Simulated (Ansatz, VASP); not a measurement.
## Two plane-wave programs on NaI

POSCAR

```
NaI
1.0
    5.4164807906      0.0000000000      0.0000000000
   -2.7082403953      4.6908099638      0.0000000000
    0.0000000000      0.0000000000      6.4591768406
Na I
2 2
Direct
    0.3333333333      0.6666666667     -0.0625512453
    0.6666666667      0.3333333333      0.4374487547
    0.3333333333      0.6666666667      0.4375512453
    0.6666666667      0.3333333333      0.9375512453
```

File INCAR.step1:

```
PREC = Accurate ; ENCUT = 520
ISMEAR = 0 ; SIGMA = 0.01
LREAL = False ; LASPH = True
NELM = 100 ; NBANDS = 22
GGA = PE ; ALGO = Normal
EDIFF = 1E-4 ; LWAVE = True
LCHARG = False
```

The input INCAR.step2:

```
PREC = Accurate ; ENCUT = 520
EDIFF = 1E-7 ; ISMEAR = 0
SIGMA = 0.01 ; LREAL = False
LASPH = True ; NELM = 100
ALGO = Normal ; ISIF = 2
LWAVE = False ; LCHARG = False
METAGGA = R2SCAN ; LMIXTAU = True
NBANDS = 22 ; ISTART = 1
```

KPOINTS

```
regular mesh
0
Gamma
  6 6 4
```

Input for Ansatz:

```yaml
crystal:
  lattice:
    - [5.4164807906, 0.0, 0.0]
    - [-2.7082403953, 4.6908099638, 0.0]
    - [0.0, 0.0, 6.4591768406]
  atoms:
    - { symbol: Na, position: [0.3333333333, 0.6666666667, -0.0625512453] }
    - { symbol: Na, position: [0.6666666667, 0.3333333333, 0.4374487547] }
    - { symbol: I, position: [0.3333333333, 0.6666666667, 0.4375512453] }
    - { symbol: I, position: [0.6666666667, 0.3333333333, 0.9375512453] }
kpoints:
  mp_grid: { grid: [6, 6, 4] }
hamiltonian:
  xc: r2scan
scf:
  occupations: { method: fixed }
output:
  optics: { e_range: [0, 17], de: 0.05, sigma: 0.1, bands: auto }
```

Alike in both runs: task single point; functional r2SCAN; k mesh 6 × 6 × 4; no spin polarisation.

```csv
,VASP,Ansatz
version,VASP 6.6.1,Ansatz 0.2.0
potentials or method,"VASP PAW PBE potentials, release 64 (Na_pv, I)","plane waves, PAW"
plane-wave cutoff (eV),520,500
occupations,"gaussian, width 0.01 eV",fixed
valence electrons in the cell,28,52
```

```csv
,VASP,Ansatz,Ansatz less VASP
gap on the k mesh at the Fermi level (eV),4.19,4.19,-0.003
```

VASP's potentials were made for PBE, not for r2SCAN. VASP's potentials hold 28 valence electrons a cell and Ansatz's 52, so a difference there can come from the potentials and not from the codes.

Spin-orbit coupling is off throughout.
